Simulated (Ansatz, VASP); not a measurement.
Sn: VASP beside Ansatz

```
Sn
1.0
     4.43393    0.00000    0.00000
     0.00000    4.43393    0.00000
     0.00000    0.00000    4.43393
Sn
3
Direct
  0.50000 0.00000 0.00000
  0.00000 0.50000 0.00000
  0.00000 0.00000 0.50000
```

Alike in both runs: task relaxation of cell and atoms; functional PBE; k mesh 4 × 4 × 4; occupations gaussian, width 0.1 eV; no spin polarisation.

```csv
,VASP,Ansatz
version,VASP 6.6.1,Ansatz 0.2.0
potentials or method,"VASP PAW PBE potentials, release 64 (Sn_d), cutoff 500 eV","scalar-relativistic, plane waves, PAW"
valence electrons in the cell,42,42
```

|  | VASP | Ansatz | Ansatz less VASP |
| --- | --- | --- | --- |
| gap on the k mesh at the Fermi level, each at its own relaxed structure (eV) | none | none | - |
| relaxed volume (Å³/atom) | 31.37 | 31.57 | +0.197 |
| relaxed cell length with the largest relative difference (Å) | 4.549 | 4.558 | +0.0095 |

A gap of «none» marks a metal or a gap that the smearing closes.
